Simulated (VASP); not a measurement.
Set up this calculation in VASP 6.6.1, as the native input.

```yaml
Task: single point
Functional: r2SCAN
Potentials_or_basis: VASP PAW PBE potentials, release 64 (Cu)
Cutoff: 520 eV
k_mesh: 10 × 10 × 10
Occupations: gaussian, width 0.2 eV
Spin: no spin polarisation
Dipole_correction: no
Further_INCAR_settings: ALGO = Normal; EDIFF = 1e-06; NBANDS = 12
```

Cu:

```
CELL_PARAMETERS angstrom
-1.44279 1.44279 1.37608
1.44279 -1.44279 1.37608
1.44279 1.44279 -1.37608
ATOMIC_POSITIONS crystal
Cu 0.00000 0.00000 0.00000
```

One way to write it, as run:

POSCAR

```
Cu
1.0
   -1.4427933200      1.4427933200      1.3760814500
    1.4427933200     -1.4427933200      1.3760814500
    1.4427933200      1.4427933200     -1.3760814500
Cu
1
Direct
    0.0000000000      0.0000000000      0.0000000000
```

INCAR.step1

```
  ALGO = Normal
  EDIFF = 1E-4
  ENCUT = 520
  GGA = PE
  ISMEAR = 0
  LASPH = T
  LCHARG = F
  LREAL = F
  LWAVE = T
  NBANDS = 12
  NELM = 60
  PREC = Accurate
  SIGMA = 0.2
```

INCAR.step2

```
  ALGO = Normal
  EDIFF = 1E-6
  ENCUT = 520
  ISIF = 2
  ISMEAR = 0
  ISTART = 1
  LASPH = T
  LCHARG = F
  LMIXTAU = T
  LREAL = F
  LWAVE = F
  METAGGA = R2SCAN
  NBANDS = 12
  NELM = 60
  PREC = Accurate
  SIGMA = 0.2
```

KPOINTS

```
k-points
0
Gamma
  10 10 10
```

Potentials or basis: VASP PAW PBE potentials, release 64 (Cu).

The run is started by

```bash
$ cat potpaw_PBE.64/Cu/POTCAR > POTCAR
$ cp INCAR.step1 INCAR
$ mpirun -np 1 vasp_std > vasp.out
$ cp INCAR.step2 INCAR
$ mpirun -np 1 vasp_std > vasp.out
```

It gave:

* Pressure: 1.0 GPa

Caveat: the PAW data sets were made with another functional, which shifts forces and pressure a little.

It took 67 s on 1 thread of AMD EPYC 7R43 64-Core Processor (Zen 3) (shared host), peak memory 0.09 GiB.
